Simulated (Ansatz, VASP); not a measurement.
# One calculation of Cs3Ti, two programs

Contents of INCAR:

```
PREC = Accurate ; ENCUT = 500
EDIFF = 1E-7 ; ISMEAR = 0
SIGMA = 0.1 ; LREAL = F
LASPH = T ; NELM = 120
ALGO = Normal ; ISIF = 3
LWAVE = F ; LCHARG = F
GGA = PE ; IBRION = 2
NSW = 90 ; EDIFFG = -0.04
GGA_COMPAT = F ; NELMIN = 4
```

The input KPOINTS:

```
Automatic mesh
0
Gamma
  4 4 4
```

Contents of POSCAR:

```
Cs3Ti
1.0
    5.2834263428      0.0000000000      0.0000000000
    0.0000000000      5.2834263428      0.0000000000
    0.0000000000      0.0000000000      5.2834263428
Cs Ti
3 1
Direct
    0.0000000000      0.5000000000      0.5000000000
    0.5000000000      0.0000000000      0.5000000000
    0.5000000000      0.5000000000      0.0000000000
    0.0000000000      0.0000000000      0.0000000000
```

Input for Ansatz:

```yaml
crystal:
  lattice:
    - [5.2834263428, 0.0, 0.0]
    - [0.0, 5.2834263428, 0.0]
    - [0.0, 0.0, 5.2834263428]
  atoms:
    - { symbol: Cs, position: [0.0, 0.5, 0.5] }
    - { symbol: Cs, position: [0.5, 0.0, 0.5] }
    - { symbol: Cs, position: [0.5, 0.5, 0.0] }
    - { symbol: Ti, position: [0.0, 0.0, 0.0] }
basis:
  ecutwfc: 420
kpoints:
  mp_grid: { grid: [4, 4, 4] }
hamiltonian:
  xc: pbe
scf:
  occupations: { method: gaussian, width: 0.1 }
  lower_state_search: "off"
output:
  forces: true
  stress: true
  eigenvalues: true
relax:
  adjacent_minimum: "off"
  f_tol: 0.04
  max_steps: 70
  cell: { stress_tol: 0.4 }
```

Alike in both runs: task relaxation of cell and atoms; functional PBE; k mesh 4 × 4 × 4; occupations gaussian, width 0.1 eV; no spin polarisation.

|  | VASP | Ansatz |
| --- | --- | --- |
| version | VASP 6.6.1 | Ansatz 0.2.0 |
| potentials or method | VASP PAW PBE potentials, release 64 (Cs_sv, Ti_sv), cutoff 500 eV | scalar-relativistic, plane waves, PAW |
| valence electrons in the cell | 39 | 39 |

Ansatz gave:

```
gap on the k mesh at the Fermi level, each at its own relaxed structure (eV) : none
relaxed volume (Å³/atom)                                                     : 67.37
relaxed cell length with the largest relative difference (Å)                 : 6.459
```

Problem. Estimate VASP's values.

Solution. gap on the k mesh at the Fermi level, each at its own relaxed structure (eV): none; relaxed volume (Å³/atom): 66.15; relaxed cell length with the largest relative difference (Å): 6.420.

A gap of «none» marks a metal or a gap that the smearing closes.

Spin-orbit coupling is off throughout. Noted on VASP's run: the volume moved by over 15 % at a fixed basis, so the end points are rough; too few bands were computed for a metal, which touches its energy and stress.
